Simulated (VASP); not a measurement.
# HfB4 (P6/mmm) in VASP: further runs

HfB4 is run at these levels: PBE; tasks: single point, relaxation of cell and atoms.

All numbers are computed with VASP 6.6.1; they aren't measurements. Logs are shortened: lines on timing, memory, paths and dates and some standing lists are left out, and cuts for length are marked.

### Step 1. The cell of the first run

The structure is hexagonal, space group P6/mmm (No. 191). The conventional cell has a = 3.988 Å, b = 3.988 Å, c = 6.290 Å, α = 90.00°, β = 90.00°, γ = 120.00°. Hf (site symmetry 6/mmm) has 8 B at 2.30 to 2.33 Å within 3.0 Å. Within 2.2 Å of B (site symmetry 6mm) lie 1 B at 1.64 Å. B (site symmetry -6m2) has 3 Hf at 2.30 Å and 3 B at 2.30 Å within 3.0 Å.

### Step 2. Single point, PBE

File INCAR:

```
SYSTEM = HfB4
PREC = Accurate
ENCUT = 520
EDIFF = 1E-6
ISMEAR = 0
SIGMA = 0.1
LREAL = .False.
LASPH = .True.
NELM = 100
ALGO = Normal
ISIF = 2
LWAVE = .False.
LCHARG = .False.
GGA = PE
NBANDS = 19
```

File KPOINTS:

```
Automatic mesh
0
Gamma
  12 12 6
  0 0 0
```

File POSCAR:

```
HfB4
1.0
    3.9883547753      0.0000000000      0.0000000000
   -1.9941773876      3.4540165547      0.0000000000
    0.0000000000      0.0000000000      6.2899376744
Hf B
1 4
Direct
    0.0000000000      0.0000000000      0.0000000000
    0.0000000000      0.0000000000      0.3699504377
    0.0000000000      0.0000000000      0.6300495623
    0.3333333333      0.6666666667      0.0000000000
    0.6666666667      0.3333333333      0.0000000000
```

Potentials or basis: VASP PAW PBE potentials, release 64 (Hf_pv, B).

Launch:

```console
$ cat potpaw_PBE.64/Hf_pv/POTCAR potpaw_PBE.64/B/POTCAR > POTCAR
$ mpirun -np 1 vasp_std > vasp.out
```

OUTCAR:

```text
SYSTEM = HfB4
   PREC = Accurate
   ENCUT = 520
   EDIFF = 1E-6
   ISMEAR = 0
   LREAL = .False.
   LASPH = .True.
   NELM = 100
   ISIF = 2
   GGA = PE

 ion  position               nearest neighbor table
   1  0.000  0.000  0.000-   4 2.30   5 2.30   4 2.30   5 2.30   5 2.30   4 2.30   2 2.33   3 2.33

   2  0.000  0.000  0.370-   3 1.64   1 2.33
   3  0.000  0.000  0.630-   2 1.64   1 2.33
   4  0.333  0.667  0.000-   1 2.30   1 2.30   1 2.30
   5  0.667  0.333  0.000-   1 2.30   1 2.30   1 2.30

  LATTYP: Found a hexagonal cell.
 ALAT       =     3.9883547753
 C/A-ratio  =     1.5770757690

  Lattice vectors:

 A1 = (   3.9883547753,   0.0000000000,   0.0000000000)
 A2 = (  -1.9941773876,   3.4540165547,   0.0000000000)
 A3 = (   0.0000000000,   0.0000000000,   6.2899376744)

Analysis of symmetry for initial positions (statically):
=====================================================================
 Subroutine PRICEL returns:
 Original cell was already a primitive cell.

 Routine SETGRP: Setting up the symmetry group for a
 hexagonal supercell.

 Subroutine GETGRP returns: Found 24 space group operations
 (whereof 24 operations were pure point group operations)
 out of a pool of 24 trial point group operations.

The static configuration has the point symmetry D_6h.

Analysis of symmetry for dynamics (positions and initial velocities):
=====================================================================
 Subroutine PRICEL returns:
 Original cell was already a primitive cell.

 Routine SETGRP: Setting up the symmetry group for a
 hexagonal supercell.

 Subroutine GETGRP returns: Found 24 space group operations
 (whereof 24 operations were pure point group operations)
 out of a pool of 24 trial point group operations.

The dynamic configuration has the point symmetry D_6h.

 Subroutine INISYM returns: Found 24 space group operations
 (whereof 24 operations are pure point group operations),
 and found     1 'primitive' translations

----------------------------------------------------------------------------------------

                                     Primitive cell

  volume of cell :      86.6492

  direct lattice vectors                    reciprocal lattice vectors
     3.988354775  0.000000000  0.000000000     0.250729952  0.144759005  0.000000000
    -1.994177388  3.454016555  0.000000000     0.000000000  0.289518010  0.000000000
     0.000000000  0.000000000  6.289937674     0.000000000  0.000000000  0.158984087

  length of vectors
     3.988354775  3.988354775  6.289937674     0.289518010  0.289518010  0.158984087

  position of ions in fractional coordinates (direct lattice)
     0.000000000  0.000000000  0.000000000
     0.000000000  0.000000000  0.369950438
     0.000000000  0.000000000  0.630049562
     0.333333333  0.666666667  0.000000000
     0.666666667  0.333333333  0.000000000

  ion indices of the primitive-cell ions
   primitive index   ion index
                 1           1
                 2           2
                 3           3
                 4           4
                 5           5

----------------------------------------------------------------------------------------

 KPOINTS: Automatic mesh

Automatic generation of k-mesh.
 Grid dimensions read from file:
 generate k-points for:   12   12    6

 Generating k-lattice:

  Cartesian coordinates                     Fractional coordinates (reciprocal lattice)
     0.020894163  0.012063250  0.000000000     0.083333333 -0.000000000  0.000000000
     0.000000000  0.024126501  0.000000000     0.000000000  0.083333333  0.000000000
     0.000000000  0.000000000  0.026497348     0.000000000  0.000000000  0.166666667

  Length of vectors
     0.024126501  0.024126501  0.026497348

  Shift w.r.t. Gamma in fractional coordinates (k-lattice)
     0.000000000  0.000000000  0.000000000

 Subroutine IBZKPT returns following result:
 ===========================================

 Found     76 irreducible k-points:

 Following reciprocal coordinates:
            Coordinates               Weight
  0.000000  0.000000  0.000000      1.000000
  0.083333 -0.000000  0.000000      6.000000
  0.166667  0.000000  0.000000      6.000000
  0.250000 -0.000000  0.000000      6.000000
  0.333333  0.000000  0.000000      6.000000
  0.416667 -0.000000  0.000000      6.000000
[... 16 lines left out ...]
  0.250000 -0.000000  0.166667     12.000000
  0.333333  0.000000  0.166667     12.000000
 [... further k-points ...]
   k-points           NKPTS =     76   k-points in BZ     NKDIM =     76   number of bands    NBANDS=     19
   number of dos      NEDOS =    301   number of ions     NIONS =      5
   total plane-waves  NPLWV =  43200
   dimension x,y,z NGX =    30 NGY =   30 NGZ =   48
   dimension x,y,z NGXF=    60 NGYF=   60 NGZF=   96
   ions per type =               1   4
   NGX,Y,Z   is equivalent  to a cutoff of  12.50, 12.50, 12.69 a.u.
   NGXF,Y,Z  is equivalent  to a cutoff of  25.01, 25.01, 25.37 a.u.
 SYSTEM =  HfB4
   PREC   = accura    normal or accurate (medium, high low for compatibility)
   ISTART =      0    job   : 0-new  1-cont  2-samecut
   ICHARG =      2    charge: 1-file 2-atom 10-const
   ISPIN  =      1    spin polarized calculation?
   LNONCOLLINEAR =      F non collinear calculations
   LSORBIT =      F    spin-orbit coupling
   LASPH  =      T    aspherical Exc in radial PAW
   ENCUT  =  520.0 eV  38.22 Ry    6.18 a.u.   7.42  7.42 11.70*2*pi/ulx,y,z
   NELM   =    100;   NELMIN=  2; NELMDL= -5     # of ELM steps
   EDIFF  = 0.1E-05   stopping-criterion for ELM
   LREAL  =      F    real-space projection
   EDIFFG = 0.1E-04   stopping-criterion for IOM
   NSW    =      0    number of steps for IOM
   IBRION =     -1    ionic relax: 0-MD 1-quasi-New 2-CG
   NFREE  =      0    steps in history (QN), initial steepest desc. (CG)
   ISIF   =      2    stress and relaxation
   ISYM   =      2    0-nonsym 1-usesym 2-fastsym
   POTIM  = 0.5000    time-step for ionic-motion
   TEBEG  =    0.0;   TEEND  =   0.0 temperature during run
   PSTRESS=    0.0 pullay stress
   NELECT =      22.0000    total number of electrons
   NUPDOWN=      -1.0000    fix difference up-down
   EMIN   =  10.00;   EMAX   =-10.00  energy-range for DOS
   EFERMI =   0.00;   METHOD = LEGACY
   ISMEAR =     0;   SIGMA  =   0.10  broadening in eV -4-tet -1-fermi 0-gaus
   EFERMI_NEDOS =   21; number of points for ismear=-14 and -15
   IALGO  =     38    algorithm
   IMIX   =      4    mixing-type and parameters
     AMIX     =   0.40;   BMIX     =  1.00
     AMIX_MAG =   1.60;   BMIX_MAG =  1.00
  volume/ion in A,a.u.               =      17.33       116.95
  Fermi-wavevector in a.u.,A,eV,Ry     =   1.036639  1.958964 14.621098  1.074620
  Thomas-Fermi vector in A             =   2.171039
   LORBIT       =      0    0 simple, 1 ext, 2 COOP (PROOUT), +10 PAW based schemes
   GGA     = PE    functional components
   LHFCALC =     F    Hartree Fock is set to
   AEXX    =    0.0000 exact exchange contribution
   IVDW    =     0    specifies the selected vdW correction
   LEPSILON=     F    determine dielectric tensor
   LRPA    =     F    only Hartree local field effects (RPA)
 non-spin polarized calculation
 Gauss-broadening in eV      SIGMA  =   0.10
  energy-cutoff  :      520.00
  volume of cell :       86.65
 maximum number of plane-waves:      2388
 NGX is ok and might be reduce to    30
   NGX = 15   NGY = 15   NGZ = 23

 number of electron      22.0000001 magnetization

 Free energy of the ion-electron system (eV)
  ---------------------------------------------------
  ext. energy  EPLUGINS =         0.00000000
  ---------------------------------------------------
  free energy    TOTEN  =       -27.30623928 eV

  energy without entropy =      -27.27644114  energy(sigma->0) =      -27.29134021

 E-fermi :   1.2881     XC(G=0):  -8.9645

 val. band max:        1.2867682194   @ k =   0.4167   0.1667   0.0000
 cond. band min:       1.2934696344   @ k =   0.3333   0.3333   0.1667
 fundamental gap:      0.0067014150
 Fermi energy:         1.2881050922

 k-point     1 :       0.0000    0.0000    0.0000
  band No.  band energies     occupation
      1     -28.6389      2.00000
      2     -28.6389      2.00000
      3     -28.2311      2.00000
      4      -8.9780      2.00000
      5      -6.3320      2.00000
      6      -3.1446      2.00000
[... 11 lines left out ...]
     18       5.5993      0.00000
     19       7.6012      0.00000

 k-point     2 :       0.0833   -0.0000    0.0000
  band No.  band energies     occupation
      1     -28.6460      2.00000
      2     -28.6410      2.00000
      3     -28.2304      2.00000
      4      -8.8764      2.00000
      5      -6.3009      2.00000
      6      -3.3270      2.00000
[... 11 lines left out ...]
     18       5.4181      0.00000
     19       7.8258      0.00000

 k-point     3 :       0.1667    0.0000    0.0000
  band No.  band energies     occupation
      1     -28.6655      2.00000
      2     -28.6469      2.00000
      3     -28.2285      2.00000
      4      -8.5795      2.00000
      5      -6.2138      2.00000
      6      -3.7504      2.00000
[... 11 lines left out ...]
     18       5.0697      0.00000
     19       8.3579      0.00000

 k-point     4 :       0.2500   -0.0000    0.0000
  band No.  band energies     occupation
      1     -28.6919      2.00000
      2     -28.6549      2.00000
      3     -28.2258      2.00000
      4      -8.1134      2.00000
      5      -6.0882      2.00000
      6      -4.2470      2.00000
[... 407 lines left out ...]
     18       5.1160      0.00000
     19       7.9394      0.00000

 k-point    23 :       0.2500   -0.0000    0.1667
  band No.  band energies     occupation
      1     -28.6919      2.00000
      2     -28.6549      2.00000
      3     -28.2258      2.00000
      4      -8.0899      2.00000
      5      -6.1149      2.00000
      6      -4.2453      2.00000
[... 11 lines left out ...]
     18       5.5782      0.00000
     19       7.6994      0.00000

 k-point    24 :       0.3333    0.0000    0.1667
  band No.  band energies     occupation
      1     -28.7182      2.00000
      2     -28.6630      2.00000
      3     -28.2231      2.00000
      4      -7.4989      2.00000
      5      -5.9732      2.00000
      6      -4.7488      2.00000
[... 11 lines left out ...]
     18       6.0043      0.00000
     19       7.7832      0.00000

 [... further k-points ...]
[... 5 lines left out ...]
  --------------------------------------------------------------------------------------
  -------------------------------------------------------------------------------------
  Total        0.2246828      0.2246828      0.2437556      0.0000000     -0.0000000      0.0000000
  in kB        4.1544717      4.1544717      4.5071354      0.0000000     -0.0000000      0.0000000
  external PRESSURE =       4.2720263 kB  Pullay stress =       0.0000000 kB

 VOLUME and BASIS-vectors are now :
 -----------------------------------------------------------------------------
  energy-cutoff  :      520.00
  volume of cell :       86.65
      direct lattice vectors                 reciprocal lattice vectors
     3.988354775  0.000000000  0.000000000     0.250729952  0.144759005  0.000000000
    -1.994177388  3.454016555  0.000000000     0.000000000  0.289518010  0.000000000
     0.000000000  0.000000000  6.289937674     0.000000000  0.000000000  0.158984087

 POSITION                                       TOTAL-FORCE (eV/Angst)
 -----------------------------------------------------------------------------------
      0.00000      0.00000      0.00000         0.000000     -0.000000     -0.000000
      0.00000      0.00000      2.32697         0.000000     -0.000000      0.030066
      0.00000      0.00000      3.96297         0.000000      0.000000     -0.030066
     -0.00000      2.30268      0.00000        -0.000000      0.000000      0.000000
      1.99418      1.15134      0.00000        -0.000000     -0.000000     -0.000000
 -----------------------------------------------------------------------------------
    total drift:                                0.000000     -0.000000      0.000000

  FREE ENERGIE OF THE ION-ELECTRON SYSTEM (eV)
  ---------------------------------------------------
  free  energy   TOTEN  =       -27.3062392762 eV

  energy  without entropy=      -27.2764411361  energy(sigma->0) =      -27.29134021
```

Run time: 2.1 min. Hardware: 1 thread of Intel Xeon Platinum 8259CL at 2.50GHz (Skylake/Cascade Lake), shared host; peak memory 0.27 GiB.

Results:

| Quantity | Value |
| --- | --- |
| Free energy | -27.3062 eV |
| Pressure | 0.4 GPa |
| Largest force | 0.030 eV/Å |
| Band gap on the k mesh | zero (band 11 reaches 2.22 eV, above the bottom of band 12 at 0.47 eV) |

Forces on the atoms (eV/Å):
```
Hf   0.000  0.000  0.000
B    0.000  0.000  0.030
B    0.000  0.000 -0.030
B    0.000  0.000  0.000
B    0.000  0.000  0.000
```

Caveat: spin-orbit coupling is left out, which moves the levels of the heavy elements.

### Step 3. Relaxation of cell and atoms, PBE

This run uses another cell than the first one, of 17.27 Å³/atom, 0.997 times its volume.

File INCAR:

```
SYSTEM = HfB4
  PREC = Accurate
  ENCUT = 600
  EDIFF = 1E-7
  ISMEAR = 0
  SIGMA = 0.1
  LREAL = .FALSE.
  LASPH = .TRUE.
  NELM = 100
  ALGO = Normal
  ISIF = 3
  LWAVE = .FALSE.
  LCHARG = .FALSE.
  GGA = PE
  IBRION = 2
  NSW = 100
  EDIFFG = -0.01
```

File KPOINTS:

```
regular mesh
0
G
  12 12 6
  0 0 0
```

File POSCAR:

```
HfB4
1.0
    3.9948984422      0.0000000000      0.0000000000
   -1.9974492211      3.4596835365      0.0000000000
    0.0000000000      0.0000000000      6.2491365113
Hf B
1 4
Direct
    0.0000000000      0.0000000000      0.0000000000
    0.0000000000      0.0000000000      0.3689761484
    0.0000000000      0.0000000000      0.6310238516
    0.3333333333      0.6666666667      0.0000000000
    0.6666666667      0.3333333333      0.0000000000
```

Potentials or basis: VASP PAW PBE potentials, release 64 (Hf_pv, B).

Launch:

```console
$ cat potpaw_PBE.64/Hf_pv/POTCAR potpaw_PBE.64/B/POTCAR > POTCAR
$ mpirun -np 1 vasp_std > vasp.out
```

OUTCAR:

```text
SYSTEM = HfB4
   PREC = Accurate
   ENCUT = 600
   EDIFF = 1E-7
   ISMEAR = 0
   LREAL = .FALSE.
   LASPH = .TRUE.
   NELM = 100
   ISIF = 3
   GGA = PE
   IBRION = 2
   NSW = 100
   EDIFFG = -0.01

 ion  position               nearest neighbor table
   1  0.000  0.000  0.000-   2 2.31   3 2.31   4 2.31   5 2.31   5 2.31   4 2.31   5 2.31   4 2.31

   2  0.000  0.000  0.369-   3 1.64   1 2.31
   3  0.000  0.000  0.631-   2 1.64   1 2.31
   4  0.333  0.667  0.000-   1 2.31   1 2.31   1 2.31
   5  0.667  0.333  0.000-   1 2.31   1 2.31   1 2.31

  LATTYP: Found a hexagonal cell.
 ALAT       =     3.9948984422
 C/A-ratio  =     1.5642791930

  Lattice vectors:

 A1 = (   3.9948984422,   0.0000000000,   0.0000000000)
[... 354 lines left out ...]
 cond. band min:       1.2618473209   @ k =   0.1667   0.0833   0.0000
 fundamental gap:      0.0078747547
 Fermi energy:         1.2550348089

 k-point     1 :       0.0000    0.0000    0.0000
  band No.  band energies     occupation
      1     -28.6855      2.00000
      2     -28.6855      2.00000
      3     -28.2802      2.00000
      4      -8.9793      2.00000
      5      -6.3562      2.00000
      6      -3.1455      2.00000
      7      -3.1455      2.00000
      8      -2.6471      2.00000
      9      -0.8560      2.00000
     10       0.7693      2.00000
     11       2.1749      0.00000
     12       2.2377      0.00000
     13       2.2377      0.00000
     14       3.1705      0.00000
[... 401 lines left out ...]
      2     -28.7089      2.00000
      3     -28.2724      2.00000
      4      -7.5089      2.00000
      5      -6.0024      2.00000
      6      -4.7643      2.00000
      7      -2.1121      2.00000
      8      -1.7376      2.00000
      9      -1.0891      2.00000
     10       0.3086      2.00000
     11       0.9014      2.00000
     12       1.6397      0.00000
     13       1.6958      0.00000
     14       2.8257      0.00000
     15       3.4447      0.00000

 [... further k-points ...]
[... 5 lines left out ...]
  --------------------------------------------------------------------------------------
  -------------------------------------------------------------------------------------
  Total       -0.0284388     -0.0284388      0.0033968      0.0000000      0.0000000      0.0000000
  in kB       -0.5226047     -0.5226047      0.0624203      0.0000000      0.0000000      0.0000000
  external PRESSURE =      -0.3275964 kB  Pullay stress =       0.0000000 kB
[... 20 lines left out ...]
  FREE ENERGIE OF THE ION-ELECTRON SYSTEM (eV)
  ---------------------------------------------------
  free  energy   TOTEN  =       -27.3090184631 eV

  energy  without entropy=      -27.2794597033  energy(sigma->0) =      -27.29423908

 reached required accuracy - stopping structural energy minimisation
```

CONTCAR:

```text
HfB4
   1.00000000000000
     3.9969968485471363   -0.0000000000000000    0.0000000000000000
    -1.9984984242735682    3.4615008097041078    0.0000000000000000
     0.0000000000000000   -0.0000000000000000    6.3016016336479179
  Hf              B
     1     4
Direct
     0.0000000000000000    0.0000000000000000    0.0000000000000000
     0.0000000000000000    0.0000000000000000    0.3701011787364991
     0.0000000000000000    0.0000000000000000    0.6298988212635009
     0.3333333332999970    0.6666666667000030    0.0000000000000000
     0.6666666667000030    0.3333333332999970    0.0000000000000000

  0.00000000E+00  0.00000000E+00  0.00000000E+00
  0.00000000E+00  0.00000000E+00  0.00000000E+00
  0.00000000E+00  0.00000000E+00  0.00000000E+00
  0.00000000E+00  0.00000000E+00  0.00000000E+00
  0.00000000E+00  0.00000000E+00  0.00000000E+00
```

It took 7.3 min on 1 thread of Intel Xeon Platinum 8259CL at 2.50GHz (Skylake/Cascade Lake), shared host; peak memory 0.31 GiB.

What came out:

```yaml
Free_energy: -27.3090 eV
Relaxed_volume: 17.44 Å³/atom
Relaxed_cell: a = 3.997 Å, b = 3.997 Å, c = 6.302 Å, α = 90.00°, β = 90.00°, γ = 120.00°
Space_group_after_relaxing_to_0.05_Å: P6/mmm (No. 191)
Energy_gained_by_relaxing: 1.2 meV/atom
Ionic_steps: 5
Pressure_after_relaxing: 0.0 GPa
Band_gap_on_the_k_mesh: zero (band 11 reaches 2.17 eV, above the bottom of band 12 at 0.45 eV)
```

Forces on the atoms (eV/Å):
```
Hf   0.000  0.000  0.000
B    0.000  0.000  0.002
B    0.000  0.000 -0.002
B    0.000  0.000  0.000
B    0.000  0.000  0.000
```

Step by step:
```tsv
step	energy change (eV)	largest force (eV/Å)	pressure (GPa)	volume (Å³)
1	0.0000	0.2600	0.70	86.37
2	-0.0044	0.2512	-0.10	87.32
3	-0.0054	0.0999	0.14	87.03
4	-0.0055	0.0809	-0.17	87.31
5	-0.0058	0.0021	-0.03	87.19
```

Final structure:
```
Hf B
1.0
     3.99700    0.00000    0.00000
    -1.99850    3.46150    0.00000
     0.00000    0.00000    6.30160
Hf B
1 4
Direct
  0.00000 0.00000 0.00000
  0.00000 0.00000 0.37010
  0.00000 0.00000 0.62990
  0.33333 0.66667 0.00000
  0.66667 0.33333 0.00000
```

Levels at points of the mesh, in eV from the Fermi level:
| k point | band 7 | band 8 | band 9 | band 10 | band 11 | band 12 | band 13 | band 14 | band 15 |
| --- | --- | --- | --- | --- | --- | --- | --- | --- | --- |
| (0.00, 0.00, 0.00) | -4.40 | -3.90 | -2.11 | -0.49 | 0.92 | 0.98 | 0.98 | 1.92 | 1.92 |
| (0.50, 0.00, 0.00) | -2.52 | -2.19 | -2.15 | -2.10 | -0.88 | -0.80 | 0.53 | 0.84 | 1.31 |
| (0.00, 0.00, 0.50) | -4.40 | -3.90 | -2.41 | -0.48 | 0.38 | 0.38 | 2.08 | 3.49 | 3.49 |
| (0.50, 0.00, 0.50) | -3.66 | -3.11 | -2.10 | -0.93 | -0.32 | -0.16 | 0.54 | 0.79 | 2.12 |

Caveat: spin-orbit coupling is left out, which moves the levels of the heavy elements.
